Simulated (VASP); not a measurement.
# Ag (Fm-3m) in VASP: a series of runs

The runs below take Ag through single point, relaxation of cell and atoms, with LDA.

Program: VASP 6.6.1. These are calculated values, not measurements. Logs are shortened: lines on timing, memory, paths and dates and some standing lists are left out, and cuts for length are marked.

### 1 The cell of the first run

The structure is cubic, space group Fm-3m (No. 225). Conventional cell: a = 3.998 Å, b = 3.998 Å, c = 3.998 Å, α = 90.00°, β = 90.00°, γ = 90.00°. Ag (site symmetry m-3m) has 12 Ag at 2.83 Å within 3.7 Å.

### 2 Single point, LDA

The input, INCAR:

```
SYSTEM = Ag
PREC = Accurate ; ENCUT = 520
EDIFF = 1E-6 ; ISMEAR = -1
SIGMA = 0.1 ; LREAL = .FALSE.
LASPH = .TRUE. ; NELM = 100
ALGO = Normal ; ISIF = 2
LWAVE = .FALSE. ; LCHARG = .FALSE.
GGA = CA ; NBANDS = 30
```

The input, KPOINTS:

```
Automatic mesh
0
G
  4 4 4
  0 0 0
```

The input, POSCAR:

```
Ag
1.0
    3.9980869518      0.0000000000      0.0000000000
    0.0000000000      3.9980869518      0.0000000000
    0.0000000000      0.0000000000      3.9980869518
Ag
4
Direct
    0.0000000000      0.0000000000      0.0000000000
    0.0000000000      0.5000000000      0.5000000000
    0.5000000000      0.0000000000      0.5000000000
    0.5000000000      0.5000000000      0.0000000000
```

Potentials or basis: VASP PAW LDA potentials, release 64 (Ag).

On the command line:

```
$ cat potpaw_LDA.64/Ag/POTCAR > POTCAR
$ mpirun -np 1 vasp_std > vasp.out
```

OUTCAR:

```text
SYSTEM = Ag
   PREC = Accurate
   ENCUT = 520
   EDIFF = 1E-6
   ISMEAR = -1
   LREAL = .FALSE.
   LASPH = .TRUE.
   NELM = 100
   ISIF = 2
   GGA = CA

 ion  position               nearest neighbor table
   1  0.000  0.000  0.000-   2 2.83   3 2.83   4 2.83   2 2.83   3 2.83   2 2.83   4 2.83   2 2.83
                             3 2.83   4 2.83   3 2.83   4 2.83
   2  0.000  0.500  0.500-   1 2.83   3 2.83   4 2.83   1 2.83   4 2.83   1 2.83   3 2.83   1 2.83
                             3 2.83   4 2.83   4 2.83   3 2.83
   3  0.500  0.000  0.500-   1 2.83   2 2.83   4 2.83   1 2.83   4 2.83   2 2.83   4 2.83   4 2.83
                             1 2.83   2 2.83   1 2.83   2 2.83
   4  0.500  0.500  0.000-   1 2.83   2 2.83   3 2.83   2 2.83   3 2.83   1 2.83   3 2.83   3 2.83
                             1 2.83   2 2.83   2 2.83   1 2.83

  LATTYP: Found a simple cubic cell.
 ALAT       =     3.9980869518

  Lattice vectors:

 A1 = (   3.9980869518,   0.0000000000,   0.0000000000)
 A2 = (   0.0000000000,   3.9980869518,   0.0000000000)
 A3 = (   0.0000000000,   0.0000000000,   3.9980869518)

Analysis of symmetry for initial positions (statically):
=====================================================================
 Subroutine PRICEL returns following result:

  LATTYP: Found a face centered cubic cell.
 ALAT       =     3.9980869518

  Lattice vectors:

 A1 = (   1.9990434759,  -1.9990434759,   0.0000000000)
 A2 = (   1.9990434759,   0.0000000000,   1.9990434759)
 A3 = (   0.0000000000,  -1.9990434759,   1.9990434759)

   4 primitive cells build up your supercell.

 Routine SETGRP: Setting up the symmetry group for a
 simple cubic supercell.

 Subroutine GETGRP returns: Found 48 space group operations
 (whereof 48 operations were pure point group operations)
 out of a pool of 48 trial point group operations.

The static configuration has the point symmetry O_h .

Analysis of symmetry for dynamics (positions and initial velocities):
=====================================================================
 Subroutine PRICEL returns following result:

  LATTYP: Found a face centered cubic cell.
 ALAT       =     3.9980869518

  Lattice vectors:

 A1 = (   1.9990434759,  -1.9990434759,   0.0000000000)
 A2 = (   1.9990434759,   0.0000000000,   1.9990434759)
 A3 = (   0.0000000000,  -1.9990434759,   1.9990434759)

   4 primitive cells build up your supercell.

 Routine SETGRP: Setting up the symmetry group for a
 simple cubic supercell.

 Subroutine GETGRP returns: Found 48 space group operations
 (whereof 48 operations were pure point group operations)
 out of a pool of 48 trial point group operations.

The dynamic configuration has the point symmetry O_h .

 Subroutine INISYM returns: Found 48 space group operations
 (whereof 48 operations are pure point group operations),
 and found     4 'primitive' translations

----------------------------------------------------------------------------------------

                                     Primitive cell

  volume of cell :      15.9771

  direct lattice vectors                    reciprocal lattice vectors
     1.999043476 -1.999043476  0.000000000     0.250119623 -0.250119623 -0.250119623
     1.999043476  0.000000000  1.999043476     0.250119623  0.250119623  0.250119623
     0.000000000 -1.999043476  1.999043476    -0.250119623 -0.250119623  0.250119623

  length of vectors
     2.827074395  2.827074395  2.827074395     0.433219895  0.433219895  0.433219895

  position of ions in fractional coordinates (direct lattice)
     0.000000000  0.000000000  0.000000000

  ion indices of the primitive-cell ions
   primitive index   ion index
                 1           1

----------------------------------------------------------------------------------------

 KPOINTS: Automatic mesh

Automatic generation of k-mesh.
 Grid dimensions read from file:
 generate k-points for:    4    4    4

 Generating k-lattice:

  Cartesian coordinates                     Fractional coordinates (reciprocal lattice)
     0.062529906  0.000000000  0.000000000     0.250000000  0.000000000  0.000000000
     0.000000000  0.062529906  0.000000000     0.000000000  0.250000000  0.000000000
     0.000000000  0.000000000  0.062529906     0.000000000  0.000000000  0.250000000

  Length of vectors
     0.062529906  0.062529906  0.062529906

  Shift w.r.t. Gamma in fractional coordinates (k-lattice)
     0.000000000  0.000000000  0.000000000

 Subroutine IBZKPT returns following result:
 ===========================================

 Found     10 irreducible k-points:

 Following reciprocal coordinates:
            Coordinates               Weight
  0.000000  0.000000  0.000000      1.000000
  0.250000  0.000000  0.000000      6.000000
  0.500000  0.000000  0.000000      3.000000
  0.250000  0.250000  0.000000     12.000000
  0.500000  0.250000  0.000000     12.000000
  0.500000  0.500000  0.000000      3.000000
  0.250000  0.250000  0.250000      8.000000
  0.500000  0.250000  0.250000     12.000000
  0.500000  0.500000  0.250000      6.000000
  0.500000  0.500000  0.500000      1.000000
   k-points           NKPTS =     10   k-points in BZ     NKDIM =     10   number of bands    NBANDS=     30
   number of dos      NEDOS =    301   number of ions     NIONS =      4
   total plane-waves  NPLWV =  27000
   dimension x,y,z NGX =    30 NGY =   30 NGZ =   30
   dimension x,y,z NGXF=    60 NGYF=   60 NGZF=   60
   ions per type =               4
   NGX,Y,Z   is equivalent  to a cutoff of  12.47, 12.47, 12.47 a.u.
   NGXF,Y,Z  is equivalent  to a cutoff of  24.95, 24.95, 24.95 a.u.
 SYSTEM =  Ag
   PREC   = accura    normal or accurate (medium, high low for compatibility)
   ISTART =      0    job   : 0-new  1-cont  2-samecut
   ICHARG =      2    charge: 1-file 2-atom 10-const
   ISPIN  =      1    spin polarized calculation?
   LNONCOLLINEAR =      F non collinear calculations
   LSORBIT =      F    spin-orbit coupling
   LASPH  =      T    aspherical Exc in radial PAW
   ENCUT  =  520.0 eV  38.22 Ry    6.18 a.u.   7.43  7.43  7.43*2*pi/ulx,y,z
   NELM   =    100;   NELMIN=  2; NELMDL= -5     # of ELM steps
   EDIFF  = 0.1E-05   stopping-criterion for ELM
   LREAL  =      F    real-space projection
   EDIFFG = 0.1E-04   stopping-criterion for IOM
   NSW    =      0    number of steps for IOM
   IBRION =     -1    ionic relax: 0-MD 1-quasi-New 2-CG
   NFREE  =      0    steps in history (QN), initial steepest desc. (CG)
   ISIF   =      2    stress and relaxation
   ISYM   =      2    0-nonsym 1-usesym 2-fastsym
   POTIM  = 0.5000    time-step for ionic-motion
   TEBEG  =    0.0;   TEEND  =   0.0 temperature during run
   PSTRESS=    0.0 pullay stress
   NELECT =      44.0000    total number of electrons
   NUPDOWN=      -1.0000    fix difference up-down
   EMIN   =  10.00;   EMAX   =-10.00  energy-range for DOS
   EFERMI =   0.00;   METHOD = LEGACY
   ISMEAR =    -1;   SIGMA  =   0.10  broadening in eV -4-tet -1-fermi 0-gaus
   EFERMI_NEDOS =   21; number of points for ismear=-14 and -15
   IALGO  =     38    algorithm
   IMIX   =      4    mixing-type and parameters
     AMIX     =   0.40;   BMIX     =  1.00
     AMIX_MAG =   1.60;   BMIX_MAG =  1.00
  volume/ion in A,a.u.               =      15.98       107.82
  Fermi-wavevector in a.u.,A,eV,Ry     =   1.445573  2.731738 28.431857  2.089683
  Thomas-Fermi vector in A             =   2.563740
   LORBIT       =      0    0 simple, 1 ext, 2 COOP (PROOUT), +10 PAW based schemes
   GGA     = CA    functional components
   LHFCALC =     F    Hartree Fock is set to
   AEXX    =    0.0000 exact exchange contribution
   IVDW    =     0    specifies the selected vdW correction
   LEPSILON=     F    determine dielectric tensor
   LRPA    =     F    only Hartree local field effects (RPA)
 non-spin polarized calculation
  energy-cutoff  :      520.00
  volume of cell :       63.91
 maximum number of plane-waves:      1750
 NGX is ok and might be reduce to    30
   NGX = 15   NGY = 15   NGZ = 15

 number of electron      43.9999967 magnetization

 Free energy of the ion-electron system (eV)
  ---------------------------------------------------
  ext. energy  EPLUGINS =         0.00000000
  ---------------------------------------------------
  free energy    TOTEN  =       -15.09684019 eV

  energy without entropy =      -15.07412475  energy(sigma->0) =      -15.08548247

 E-fermi :   9.0530     XC(G=0): -12.9725

 val. band max:        8.6038039698   @ k =   0.5000   0.5000   0.0000
 cond. band min:       9.3342404121   @ k =   0.2500   0.2500   0.0000
 fundamental gap:      0.7304364423
 Fermi energy:         9.0529821229

 k-point     1 :       0.0000    0.0000    0.0000
  band No.  band energies     occupation
      1       0.7749      2.00000
      2       2.2163      2.00000
      3       2.2163      2.00000
      4       2.2163      2.00000
      5       2.3746      2.00000
      6       2.3746      2.00000
[... 22 lines left out ...]
     29      19.9818      0.00000
     30      19.9818      0.00000

 k-point     2 :       0.2500    0.0000    0.0000
  band No.  band energies     occupation
      1       1.4398      2.00000
      2       2.4838      2.00000
      3       2.5713      2.00000
      4       2.5713      2.00000
      5       2.5951      2.00000
      6       2.7211      2.00000
[... 22 lines left out ...]
     29      18.6774      0.00000
     30      18.6774      0.00000

 k-point     3 :       0.5000    0.0000    0.0000
  band No.  band energies     occupation
      1       2.6875      2.00000
      2       2.6875      2.00000
      3       3.0524      2.00000
      4       3.0524      2.00000
      5       3.1610      2.00000
      6       3.1610      2.00000
[... 220 lines left out ...]
     29      23.3992      0.00000
     30      23.3992      0.00000

 k-point    10 :       0.5000    0.5000    0.5000
  band No.  band energies     occupation
      1       2.2606      2.00000
      2       2.2606      2.00000
      3       2.2606      2.00000
      4       2.2606      2.00000
      5       4.0382      2.00000
      6       4.0382      2.00000
[... 22 lines left out ...]
     29      24.5009      0.00000
     30      24.5009      0.00000

------------------------ aborting loop because EDIFF is reached ----------------------------------------

  FORCE on cell =-STRESS in cart. coord.  units (eV):
  Direction    XX          YY          ZZ          XY          YZ          ZX
  --------------------------------------------------------------------------------------
  -------------------------------------------------------------------------------------
  Total        0.0295116      0.0295116      0.0295116      0.0000000      0.0000000     -0.0000000
  in kB        0.7398542      0.7398542      0.7398542      0.0000000      0.0000000     -0.0000000
  external PRESSURE =       0.7398542 kB  Pullay stress =       0.0000000 kB

 VOLUME and BASIS-vectors are now :
 -----------------------------------------------------------------------------
  energy-cutoff  :      520.00
  volume of cell :       63.91
      direct lattice vectors                 reciprocal lattice vectors
     3.998086952  0.000000000  0.000000000     0.250119623  0.000000000  0.000000000
     0.000000000  3.998086952  0.000000000     0.000000000  0.250119623  0.000000000
     0.000000000  0.000000000  3.998086952     0.000000000  0.000000000  0.250119623

 POSITION                                       TOTAL-FORCE (eV/Angst)
 -----------------------------------------------------------------------------------
      0.00000      0.00000      0.00000        -0.000000     -0.000000     -0.000000
      0.00000      1.99904      1.99904         0.000000      0.000000      0.000000
      1.99904      0.00000      1.99904         0.000000      0.000000     -0.000000
      1.99904      1.99904      0.00000        -0.000000      0.000000      0.000000
 -----------------------------------------------------------------------------------
    total drift:                                0.000000      0.000000     -0.000000

  FREE ENERGIE OF THE ION-ELECTRON SYSTEM (eV)
  ---------------------------------------------------
  free  energy   TOTEN  =       -15.0968401926 eV

  energy  without entropy=      -15.0741247485  energy(sigma->0) =      -15.08548247
```

Run time: 17 s. Hardware: 1 thread of Intel Xeon 8259CL, shared host; peak memory 0.15 GiB.

What came out:

* Free energy: -15.0968 eV
* Pressure: 0.1 GPa
* Band gap on the k mesh: zero (bands 22 and 23 overlap by 2.09 eV)

Levels at points of the mesh, in eV from the Fermi level:
```
           k point  band 18  band 19  band 20  band 21  band 22  band 23  band 24  band 25  band 26  band 27
(0.00, 0.00, 0.00)    -2.68    -2.68    -2.68    -2.68     1.52     1.52     1.52     7.28     7.28     7.28
(0.50, 0.00, 0.00)    -3.82    -3.39    -3.39    -2.67    -2.67     6.22     6.22     6.22     6.22     7.39
(0.50, 0.50, 0.00)    -3.81    -3.81    -3.81    -0.45    -0.45    -0.45    -0.45     9.77     9.77     9.77
(0.50, 0.50, 0.50)    -2.91    -2.91    -2.91    -0.57    -0.57    -0.57    -0.57     3.98     3.98     3.98
```

Caveat: the k points lie up to 0.39 Å⁻¹ apart, too coarse for converged energies and pressures of a metal.

[end of part 1 of 2]
